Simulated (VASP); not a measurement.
# Ag (Im-3m) in VASP: single point with PBE

Aim: the single point of Ag with PBE.

Everything below comes from runs of VASP 6.6.1. Logs are shortened: lines on timing, memory, paths and dates and some standing lists are left out, and cuts for length are marked.

## 1. The cell of the first run

The structure is cubic, space group Im-3m (No. 229). The conventional cell has a = 3.383 Å, b = 3.383 Å, c = 3.383 Å, α = 90.00°, β = 90.00°, γ = 90.00°. Within 3.9 Å of Ag (site symmetry m-3m) lie 14 Ag at 2.93 to 3.38 Å.

This isn't the form of Ag at room conditions, which is fcc.

## 2. Single point, PBE

Input file INCAR:

```
  ALGO = Normal
  EDIFF = 1E-6
  ENCUT = 500
  GGA = PE
  GGA_COMPAT = F
  ISIF = 2
  ISMEAR = 0
  LASPH = T
  LCHARG = F
  LREAL = F
  LWAVE = F
  NBANDS = 12
  NELM = 120
  PREC = Accurate
  SIGMA = 0.0154
```

Input file KPOINTS:

```
k-points
0
Gamma
  14 14 14
```

Input file POSCAR:

```
Ag
1.0
   -1.6915080000      1.6915080000      1.6915080000
    1.6915080000     -1.6915080000      1.6915080000
    1.6915080000      1.6915080000     -1.6915080000
Ag
1
Direct
    0.0000000000      0.0000000000      0.0000000000
```

Potentials or basis: VASP PAW PBE potentials, release 64 (Ag).

Run with:

```sh
cat potpaw_PBE.64/Ag/POTCAR > POTCAR
mpirun -np 1 vasp_std > vasp.out
```

OUTCAR:

```text
EDIFF = 1E-6
   ENCUT = 500
   GGA = PE
   ISIF = 2
   ISMEAR = 0
   LASPH = T
   LREAL = F
   NELM = 120
   PREC = Accurate

 ion  position               nearest neighbor table
   1  0.000  0.000  0.000-

  LATTYP: Found a body centered cubic cell.
 ALAT       =     3.3830160000

  Lattice vectors:

 A1 = (  -1.6915080000,   1.6915080000,   1.6915080000)
 A2 = (   1.6915080000,  -1.6915080000,   1.6915080000)
 A3 = (   1.6915080000,   1.6915080000,  -1.6915080000)

Analysis of symmetry for initial positions (statically):
=====================================================================
 Subroutine PRICEL returns:
 Original cell was already a primitive cell.

 Routine SETGRP: Setting up the symmetry group for a
 body centered cubic supercell.

 Subroutine GETGRP returns: Found 48 space group operations
 (whereof 48 operations were pure point group operations)
 out of a pool of 48 trial point group operations.

The static configuration has the point symmetry O_h .

Analysis of symmetry for dynamics (positions and initial velocities):
=====================================================================
 Subroutine PRICEL returns:
 Original cell was already a primitive cell.

 Routine SETGRP: Setting up the symmetry group for a
 body centered cubic supercell.

 Subroutine GETGRP returns: Found 48 space group operations
 (whereof 48 operations were pure point group operations)
 out of a pool of 48 trial point group operations.

The dynamic configuration has the point symmetry O_h .

 Subroutine INISYM returns: Found 48 space group operations
 (whereof 48 operations are pure point group operations),
 and found     1 'primitive' translations

----------------------------------------------------------------------------------------

                                     Primitive cell

  volume of cell :      19.3590

  direct lattice vectors                    reciprocal lattice vectors
    -1.691508000  1.691508000  1.691508000     0.000000000  0.295594227  0.295594227
     1.691508000 -1.691508000  1.691508000     0.295594227  0.000000000  0.295594227
     1.691508000  1.691508000 -1.691508000     0.295594227  0.295594227  0.000000000

  length of vectors
     2.929777797  2.929777797  2.929777797     0.418033365  0.418033365  0.418033365

  position of ions in fractional coordinates (direct lattice)
     0.000000000  0.000000000  0.000000000

  ion indices of the primitive-cell ions
   primitive index   ion index
                 1           1

----------------------------------------------------------------------------------------

 KPOINTS: k-points

Automatic generation of k-mesh.
 Grid dimensions read from file:
 generate k-points for:   14   14   14

 Generating k-lattice:

  Cartesian coordinates                     Fractional coordinates (reciprocal lattice)
     0.000000000  0.021113873  0.021113873     0.071428571  0.000000000  0.000000000
     0.021113873  0.000000000  0.021113873     0.000000000  0.071428571  0.000000000
     0.021113873  0.021113873  0.000000000     0.000000000  0.000000000  0.071428571

  Length of vectors
     0.029859526  0.029859526  0.029859526

  Shift w.r.t. Gamma in fractional coordinates (k-lattice)
     0.000000000  0.000000000  0.000000000

 Subroutine IBZKPT returns following result:
 ===========================================

 Found    104 irreducible k-points:

 Following reciprocal coordinates:
            Coordinates               Weight
  0.000000  0.000000  0.000000      1.000000
  0.071429  0.000000  0.000000     12.000000
  0.142857  0.000000  0.000000     12.000000
  0.214286  0.000000  0.000000     12.000000
  0.285714  0.000000  0.000000     12.000000
  0.357143  0.000000  0.000000     12.000000
[... 16 lines left out ...]
  0.285714  0.285714  0.000000     24.000000
  0.357143  0.285714  0.000000     24.000000
 [... further k-points ...]
   k-points           NKPTS =    104   k-points in BZ     NKDIM =    104   number of bands    NBANDS=     12
   number of dos      NEDOS =    301   number of ions     NIONS =      1
   total plane-waves  NPLWV =  13824
   dimension x,y,z NGX =    24 NGY =   24 NGZ =   24
   dimension x,y,z NGXF=    48 NGYF=   48 NGZF=   48
   ions per type =               1
   NGX,Y,Z   is equivalent  to a cutoff of  13.62, 13.62, 13.62 a.u.
   NGXF,Y,Z  is equivalent  to a cutoff of  27.24, 27.24, 27.24 a.u.
 SYSTEM =  unknown system
   PREC   = accura    normal or accurate (medium, high low for compatibility)
   ISTART =      0    job   : 0-new  1-cont  2-samecut
   ICHARG =      2    charge: 1-file 2-atom 10-const
   ISPIN  =      1    spin polarized calculation?
   LNONCOLLINEAR =      F non collinear calculations
   LSORBIT =      F    spin-orbit coupling
   LASPH  =      T    aspherical Exc in radial PAW
   ENCUT  =  500.0 eV  36.75 Ry    6.06 a.u.   5.34  5.34  5.34*2*pi/ulx,y,z
   NELM   =    120;   NELMIN=  2; NELMDL= -5     # of ELM steps
   EDIFF  = 0.1E-05   stopping-criterion for ELM
   LREAL  =      F    real-space projection
   EDIFFG = 0.1E-04   stopping-criterion for IOM
   NSW    =      0    number of steps for IOM
   IBRION =     -1    ionic relax: 0-MD 1-quasi-New 2-CG
   NFREE  =      0    steps in history (QN), initial steepest desc. (CG)
   ISIF   =      2    stress and relaxation
   ISYM   =      2    0-nonsym 1-usesym 2-fastsym
   POTIM  = 0.5000    time-step for ionic-motion
   TEBEG  =    0.0;   TEEND  =   0.0 temperature during run
   PSTRESS=    0.0 pullay stress
   NELECT =      11.0000    total number of electrons
   NUPDOWN=      -1.0000    fix difference up-down
   EMIN   =  10.00;   EMAX   =-10.00  energy-range for DOS
   EFERMI =   0.00;   METHOD = LEGACY
   ISMEAR =     0;   SIGMA  =   0.02  broadening in eV -4-tet -1-fermi 0-gaus
   EFERMI_NEDOS =   21; number of points for ismear=-14 and -15
   IALGO  =     38    algorithm
   IMIX   =      4    mixing-type and parameters
     AMIX     =   0.40;   BMIX     =  1.00
     AMIX_MAG =   1.60;   BMIX_MAG =  1.00
  volume/ion in A,a.u.               =      19.36       130.64
  Fermi-wavevector in a.u.,A,eV,Ry     =   1.355954  2.562382 25.015830  1.838612
  Thomas-Fermi vector in A             =   2.482998
   LORBIT       =      0    0 simple, 1 ext, 2 COOP (PROOUT), +10 PAW based schemes
   GGA     = PE    functional components
   LHFCALC =     F    Hartree Fock is set to
   AEXX    =    0.0000 exact exchange contribution
   IVDW    =     0    specifies the selected vdW correction
   LEPSILON=     F    determine dielectric tensor
   LRPA    =     F    only Hartree local field effects (RPA)
 non-spin polarized calculation
 Gauss-broadening in eV      SIGMA  =   0.02
  energy-cutoff  :      500.00
  volume of cell :       19.36
 maximum number of plane-waves:       531
 NGX is ok and might be reduce to    24
   NGX = 11   NGY = 11   NGZ = 11

 number of electron      10.9999999 magnetization

 Free energy of the ion-electron system (eV)
  ---------------------------------------------------
  ext. energy  EPLUGINS =         0.00000000
  ---------------------------------------------------
  free energy    TOTEN  =        -2.65541485 eV

  energy without entropy =       -2.65527670  energy(sigma->0) =       -2.65534578

 E-fermi :   6.7742     XC(G=0): -11.4657

 val. band max:        6.7694773233   @ k =   0.3571   0.0714   0.0714
 cond. band min:       6.9764671968   @ k =   0.2857   0.2143   0.0000
 fundamental gap:      0.2069898735
 Fermi energy:         6.7741703680

 k-point     1 :       0.0000    0.0000    0.0000
  band No.  band energies     occupation
      1      -0.0871      2.00000
      2       2.3086      2.00000
      3       2.3086      2.00000
      4       2.3086      2.00000
      5       3.3886      2.00000
      6       3.3886      2.00000
      7      24.2783      0.00000
      8      24.2783      0.00000
      9      24.2783      0.00000
     10      28.7256      0.00000
     11      28.7256      0.00000
     12      28.7256      0.00000

 k-point     2 :       0.0714    0.0000    0.0000
  band No.  band energies     occupation
      1       0.0650      2.00000
      2       2.2758      2.00000
      3       2.3153      2.00000
      4       2.3875      2.00000
      5       3.3537      2.00000
      6       3.3909      2.00000
      7      23.7364      0.00000
      8      24.1842      0.00000
      9      24.3422      0.00000
     10      27.3475      0.00000
     11      27.4958      0.00000
     12      27.7958      0.00000

 k-point     3 :       0.1429    0.0000    0.0000
  band No.  band energies     occupation
      1       0.4917      2.00000
      2       2.1848      2.00000
      3       2.3465      2.00000
      4       2.6147      2.00000
      5       3.2788      2.00000
      6       3.3985      2.00000
      7      21.8869      0.00000
      8      23.5604      0.00000
      9      24.5120      0.00000
     10      26.0640      0.00000
     11      26.2431      0.00000
     12      26.9741      0.00000

 k-point     4 :       0.2143    0.0000    0.0000
  band No.  band energies     occupation
      1       1.0333      2.00000
      2       2.0563      2.00000
      3       2.5243      2.00000
      4       2.9610      2.00000
      5       3.2278      2.00000
      6       3.4125      2.00000
      7      19.2442      0.00000
      8      22.4158      0.00000
      9      24.2657      0.00000
     10      24.7339      0.00000
     11      25.8926      0.00000
     12      27.5920      0.00000

 k-point     5 :       0.2857    0.0000    0.0000
  band No.  band energies     occupation
      1       1.2949      2.00000
      2       1.9175      2.00000
      3       3.2263      2.00000
      4       3.2406      2.00000
      5       3.3745      2.00000
      6       3.4322      2.00000
      7      16.4729      0.00000
      8      21.2824      0.00000
      9      22.6363      0.00000
     10      24.9498      0.00000
     11      25.8637      0.00000
     12      28.8568      0.00000
[... 228 lines left out ...]
      1       1.5745      2.00000
      2       1.9707      2.00000
      3       2.7451      2.00000
      4       3.2738      2.00000
      5       3.6134      2.00000
      6       6.9765      0.00000
      7      13.2896      0.00000
      8      15.2531      0.00000
      9      20.3569      0.00000
     10      25.9411      0.00000
     11      28.4011      0.00000
     12      31.7578      0.00000

 k-point    22 :       0.3571    0.2143    0.0000
  band No.  band energies     occupation
      1       1.5316      2.00000
      2       1.9316      2.00000
      3       2.8344      2.00000
      4       3.3380      2.00000
      5       3.6729      2.00000
      6       8.6283      0.00000
      7      11.1600      0.00000
      8      14.8478      0.00000
      9      20.0759      0.00000
     10      26.1601      0.00000
     11      28.4971      0.00000
     12      31.7204      0.00000

 k-point    23 :       0.2857    0.2857    0.0000
  band No.  band energies     occupation
      1       1.6037      2.00000
      2       2.0919      2.00000
      3       2.5903      2.00000
      4       3.3583      2.00000
      5       3.5999      2.00000
      6       8.6865      0.00000
      7      12.5839      0.00000
      8      13.0825      0.00000
      9      20.1297      0.00000
     10      26.4375      0.00000
     11      28.0112      0.00000
     12      33.0416      0.00000

 k-point    24 :       0.3571    0.2857    0.0000
  band No.  band energies     occupation
      1       1.6074      2.00000
      2       2.1620      2.00000
      3       2.5124      2.00000
      4       3.4246      2.00000
      5       3.5672      2.00000
      6      10.3257      0.00000
      7      10.9803      0.00000
      8      12.6460      0.00000
      9      20.0534      0.00000
     10      26.7816      0.00000
     11      27.7133      0.00000
     12      32.7719      0.00000

 [... further k-points ...]

------------------------ aborting loop because EDIFF is reached ----------------------------------------

  FORCE on cell =-STRESS in cart. coord.  units (eV):
  Direction    XX          YY          ZZ          XY          YZ          ZX
  --------------------------------------------------------------------------------------
  -------------------------------------------------------------------------------------
  Total       -0.6085345     -0.6085345     -0.6085345      0.0000000      0.0000000      0.0000000
  in kB      -50.3632351    -50.3632351    -50.3632351      0.0000000      0.0000000      0.0000000
  external PRESSURE =     -50.3632351 kB  Pullay stress =       0.0000000 kB

 VOLUME and BASIS-vectors are now :
 -----------------------------------------------------------------------------
  energy-cutoff  :      500.00
  volume of cell :       19.36
      direct lattice vectors                 reciprocal lattice vectors
    -1.691508000  1.691508000  1.691508000     0.000000000  0.295594227  0.295594227
     1.691508000 -1.691508000  1.691508000     0.295594227  0.000000000  0.295594227
     1.691508000  1.691508000 -1.691508000     0.295594227  0.295594227  0.000000000

 POSITION                                       TOTAL-FORCE (eV/Angst)
 -----------------------------------------------------------------------------------
      0.00000      0.00000      0.00000         0.000000      0.000000     -0.000000
 -----------------------------------------------------------------------------------
    total drift:                               -0.000000      0.000000     -0.000000

  FREE ENERGIE OF THE ION-ELECTRON SYSTEM (eV)
  ---------------------------------------------------
  free  energy   TOTEN  =        -2.6554148538 eV

  energy  without entropy=       -2.6552767035  energy(sigma->0) =       -2.65534578
```

Wall time 15 s (1 thread of Intel Xeon 8259CL, shared host); peak memory 0.15 GiB.

Results:

```yaml
Free_energy: -2.6554 eV
Pressure: -5.0 GPa
Band_gap_on_the_k_mesh: zero (an odd number of electrons rules out a gap without spin polarisation)
```

Levels at points of the mesh, in eV from the Fermi level:
| k point | band 1 | band 2 | band 3 | band 4 | band 5 | band 6 | band 7 | band 8 | band 9 | band 10 |
| --- | --- | --- | --- | --- | --- | --- | --- | --- | --- | --- |
| (0.00, 0.00, 0.00) | -6.86 | -4.47 | -4.47 | -4.47 | -3.39 | -3.39 | 17.50 | 17.50 | 17.50 | 21.95 |
| (0.50, 0.00, 0.00) | -5.65 | -5.09 | -3.44 | -3.30 | -2.58 | 0.25 | 3.48 | 12.87 | 13.40 | 18.49 |
| (0.50, 0.50, 0.50) | -5.60 | -5.60 | -2.78 | -2.78 | -2.78 | 6.57 | 6.57 | 6.57 | 11.13 | 12.46 |

Caveat: the cell stands under tension.

The gap in the log of VASP goes by the Fermi energy; the results here count the filled bands.